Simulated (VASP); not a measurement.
Ag, 1 atom in the cell. It takes space group Im-3m (No. 229, cubic). The conventional cell has a = 3.161 Å, b = 3.161 Å, c = 3.161 Å, α = 90.00°, β = 90.00°, γ = 90.00°. Within 3.6 Å of Ag (site symmetry m-3m) lie 14 Ag at 2.74 to 3.16 Å.  This cell differs from its parent crystal: phonons at volume x 0.98.

* Program: VASP 6.6.1
* Task: vibrations by perturbation theory
* Functional: LDA
* Potentials or basis: VASP PAW LDA potentials, release 64 (Ag)
* Cutoff: 520 eV
* k mesh: 20 × 20 × 20
* Occupations: fermi-dirac, width 0.15 eV
* Spin: no spin polarisation
* Dipole correction: no
* Further INCAR settings: ALGO = Normal; EDIFF = 1e-08; IBRION = 8; NSW = 1

Potentials or basis: VASP PAW LDA potentials, release 64 (Ag).

Run with:

```console
$ cat potpaw_LDA.64/Ag/POTCAR > POTCAR
$ mpirun -np 1 vasp_std > vasp.out
```

Hardware: 1 thread of Intel Xeon 8259CL, on a shared host.

Problem. Estimate the wall time of this run.

Solution. It took 2.5 min on 1 thread of Intel Xeon 8259CL (shared host), peak memory 0.3 GiB. Counts: scf iterations 23, k points 256.
